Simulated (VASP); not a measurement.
Write the native input for VASP 6.6.1 that does the following.

| Quantity | Value |
| --- | --- |
| Task | single point |
| Functional | r2SCAN |
| Potentials or basis | VASP PAW PBE potentials, release 64 (Ag, I) |
| Cutoff | 550 eV |
| k mesh | 6 × 6 × 4 |
| Occupations | gaussian, width 0.01 eV |
| Spin | no spin polarisation |
| Dipole correction | no |
| Further INCAR settings | ALGO = Normal; EDIFF = 1e-06; NBANDS = 26 |

AgI:

```
Ag I
1.0
     4.65087    0.00000    0.00000
    -2.32544    4.02777    0.00000
     0.00000    0.00000    7.63729
Ag I
2 2
Direct
  0.33333 0.66667 0.00068
  0.66667 0.33333 0.50068
  0.33333 0.66667 0.37432
  0.66667 0.33333 0.87432
```

This cell differs from its parent crystal: uniaxial z strain +0.5%.

These files were run (other wordings do the same):

POSCAR

```
AgI
1.0
    4.6508717568      0.0000000000      0.0000000000
   -2.3254358784      4.0277730911      0.0000000000
    0.0000000000      0.0000000000      7.6372931925
Ag I
2 2
Direct
    0.3333333333      0.6666666667      0.0006839999
    0.6666666667      0.3333333333      0.5006839999
    0.3333333333      0.6666666667      0.3743160001
    0.6666666667      0.3333333333      0.8743160001
```

INCAR.step1

```
  PREC = Accurate
  ENCUT = 550
  ISMEAR = 0
  SIGMA = 0.01
  LREAL = F
  LASPH = T
  NELM = 120
  NBANDS = 26
  GGA = PE
  ALGO = Normal
  EDIFF = 1E-5
  LWAVE = T
  LCHARG = F
  GGA_COMPAT = F
```

INCAR.step2

```
  PREC = Accurate
  ENCUT = 550
  EDIFF = 1E-6
  ISMEAR = 0
  SIGMA = 0.01
  LREAL = F
  LASPH = T
  NELM = 120
  ALGO = Normal
  ISIF = 2
  LWAVE = F
  LCHARG = T
  METAGGA = R2SCAN
  LMIXTAU = T
  LELF = T
  LVHAR = T
  NBANDS = 26
  ISTART = 1
  GGA_COMPAT = F
```

KPOINTS

```
Automatic mesh
0
Gamma
  6 6 4
```

Potentials or basis: VASP PAW PBE potentials, release 64 (Ag, I).

Command:

```bash
$ cat potpaw_PBE.64/Ag/POTCAR potpaw_PBE.64/I/POTCAR > POTCAR
$ cp INCAR.step1 INCAR
$ mpirun -np 1 vasp_std > vasp.out
$ cp INCAR.step2 INCAR
$ mpirun -np 1 vasp_std > vasp.out
```

Results of the run:

```
Pressure               : -0.3 GPa
Band gap on the k mesh : 1.83 eV
```

Caveat: the cell differs from its parent crystal (uniaxial z strain +0.5%); the PAW data sets were made with another functional, which shifts forces and pressure a little; spin-orbit coupling is left out, which moves the levels of the heavy elements.

It took 2.3 min on 1 thread of Intel(R) Xeon(R) 6975P-C (Granite Rapids), on a shared host, peak memory 0.33 GiB.
